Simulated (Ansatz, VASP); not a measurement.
**One calculation of MgI2, two programs**

```
I Mg
1.0
     4.13768    0.00000    0.00000
    -2.06884    3.58334    0.00000
     0.00000    0.00000   21.36399
I Mg
2 1
Direct
  0.33333 0.66667 0.42127
  0.66667 0.33333 0.57873
  0.00000 0.00000 0.50000
```

Alike in both runs: functional PBE; dispersion D3(BJ); k mesh 9 × 9 × 1; occupations gaussian, width 0.05 eV; no spin polarisation.

Ansatz relaxed the structure, and its values are those at the end. VASP's run is a single point on that final structure, the one shown.

|  | VASP | Ansatz |
| --- | --- | --- |
| version | VASP 6.6.1 | Ansatz 0.2.0 |
| potentials or method | VASP PAW PBE potentials, release 64 (I, Mg), cutoff 520 eV | scalar-relativistic, plane waves, PAW |
| valence electrons in the cell | 16 | 44 |

```tsv
	VASP	Ansatz	Ansatz less VASP
gap on the k mesh at the Fermi level (eV)	3.68	3.69	+0.017
rms of the force components (eV/Å)	0.010	0.005	-0.0046
```

VASP's potentials hold 16 valence electrons a cell and Ansatz's 44, so a difference there can come from the potentials and not from the codes.

Spin-orbit coupling is off throughout.
